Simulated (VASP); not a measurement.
A run of VASP 6.6.1:

File INCAR:

```
SYSTEM = Au
PREC     = Accurate       ! precision mode
ENCUT    = 520            ! plane-wave cutoff, eV
EDIFF    = 1E-6           ! SCF threshold, eV
ISMEAR   = 0              ! smearing method
SIGMA    = 0.1            ! smearing width, eV
LREAL    = .FALSE.        ! projectors in reciprocal space
LASPH    = .TRUE.         ! aspherical terms in the spheres
NELM     = 80             ! most SCF steps
ALGO     = Normal         ! electronic algorithm
ISIF     = 2              ! what is computed and relaxed
LWAVE    = .FALSE.        ! write WAVECAR
LCHARG   = .TRUE.         ! write CHGCAR
GGA      = PE             ! functional
LELF     = .TRUE.         ! ELF
LVHAR    = .TRUE.       
NBANDS   = 24             ! bands
```

The input KPOINTS:

```
regular mesh
0
G
  12 12 12
  0 0 0
```

Contents of POSCAR:

```
Au
1.0
    3.8158434957      0.0000000000      0.0000000000
    0.0000000000      3.8158434957      0.0000000000
    0.0000000000      0.0000000000      3.8158434957
Au
3
Direct
    0.5000000000      0.0000000000      0.0000000000
    0.0000000000      0.5000000000      0.0000000000
    0.0000000000      0.0000000000      0.5000000000
```

Potentials or basis: VASP PAW PBE potentials, release 64 (Au).

The run is started by

```sh
$ cat potpaw_PBE.64/Au/POTCAR > POTCAR
$ mpirun -np 1 vasp_std > vasp.out
```

Hardware: 1 thread of Intel(R) Xeon(R) Platinum 8259CL CPU @ 2.50GHz (Skylake/Cascade Lake) (shared host).

Q: How long does it take, and how much memory?

A: It took 70 s on 1 thread of Intel(R) Xeon(R) Platinum 8259CL CPU @ 2.50GHz (Skylake/Cascade Lake), with other jobs on the host, peak memory 0.21 GiB. Counts: scf iterations 12, k points 84.
